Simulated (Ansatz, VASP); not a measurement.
## BaTiO3: VASP beside Ansatz

```xyz
5
Lattice="3.8926 0.0000 0.0000 0.0000 3.8926 0.0000 0.0000 0.0000 4.2588" Properties=species:S:1:pos:R:3 pbc="T T T"
Ba    1.9463    1.9463    2.5261
Ti    0.0000    0.0000    0.4775
O     0.0000    1.9463    0.2520
O     1.9463    0.0000    0.2520
O     0.0000    0.0000    2.2844
```

Change from the starting cell: epitaxial_xy strain -2.0%.

Alike in both runs: task single point; functional HSE06; k mesh 4 × 4 × 4; no spin polarisation.

```csv
,VASP,Ansatz
version,VASP 6.6.1,Ansatz 0.2.0
potentials or method,"VASP PAW PBE potentials, release 64 (Ba_sv, Ti_sv, O)","plane waves, PAW"
plane-wave cutoff (eV),520,420
occupations,"gaussian, width 0.01 eV",fixed
valence electrons in the cell,40,40
```

|  | VASP | Ansatz | Ansatz less VASP |
| --- | --- | --- | --- |
| gap on the k mesh at the Fermi level (eV) | 3.34 | 3.39 | +0.052 |
| pressure (GPa) | 3.4 | 1.7 | -1.67 |
| traceless stress, the component that is largest in VASP (GPa) | -3.65 | -3.54 | +0.107 |
| rms of the force components (eV/Å) | 0.085 | 0.107 | +0.0213 |

Atom by atom the forces differ by 0.027 eV/Å (rms over components). Ansatz's warnings: stress exchange threshold loose, stress scf threshold loose.

Neither program's run includes spin-orbit coupling.
